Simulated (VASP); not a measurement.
Write the native input for VASP 6.6.1 that does the following.

| Item | Value |
| --- | --- |
| Task | relaxation of shape and atoms at fixed volume |
| Functional | PBE |
| Dispersion | D3(BJ) |
| Potentials or basis | VASP PAW PBE potentials, release 64 (Sb) |
| Cutoff | 600 eV |
| k mesh | 12 × 12 × 12 |
| Occupations | gaussian, width 0.05 eV |
| Spin | no spin polarisation |
| Dipole correction | no |
| Further INCAR settings | ALGO = Normal; EDIFF = 1e-06; IBRION = 2; EDIFFG = -0.01; NSW = 60; ISIF = 4 |

The structure of Sb lies in POSCAR:

```
Sb
1.0
    2.1542000000      1.2437279499      3.7580000000
   -2.1542000000      1.2437279499      3.7580000000
    0.0000000000     -2.4874558998      3.7580000000
Sb
2
Direct
    0.2334900000      0.2334900000      0.2334900000
    0.7665100000      0.7665100000      0.7665100000
```

These files were run (other wordings do the same):

INCAR

```
SYSTEM = Sb
ALGO = Normal ; EDIFF = 1E-6
EDIFFG = -0.01 ; ENCUT = 600
GGA = PE ; IBRION = 2
ISIF = 4 ; ISMEAR = 0
IVDW = 12 ; LASPH = .True.
LCHARG = .False. ; LREAL = .False.
LWAVE = .False. ; NELM = 80
NSW = 60 ; PREC = Accurate
SIGMA = 0.05
```

KPOINTS

```
k-points
0
Gamma
  12 12 12
  0 0 0
```

Potentials or basis: VASP PAW PBE potentials, release 64 (Sb).

The run is started by

```console
$ cat potpaw_PBE.64/Sb/POTCAR > POTCAR
$ mpirun -np 1 vasp_std > vasp.out
```

It gave:

```
Energy gained by relaxing    : 3.8 meV/atom
Ionic steps                  : 6
Pressure after relaxing      : -0.7 GPa
Largest force after relaxing : 0.004 eV/Å
Band gap on the k mesh       : zero (band 5 reaches 7.30 eV, above the bottom of band 6 at 7.07 eV)
Dispersion energy per atom   : -0.473 eV
```

Caveat: spin-orbit coupling is left out, which moves the levels of the heavy elements; pairwise dispersion overbinds metals, which lowers pressure and volume.

Run time: 3.4 min on 1 thread of Intel(R) Xeon(R) Platinum 8259CL CPU @ 2.50GHz (Skylake/Cascade Lake), with other jobs on the host, peak memory 0.29 GiB.
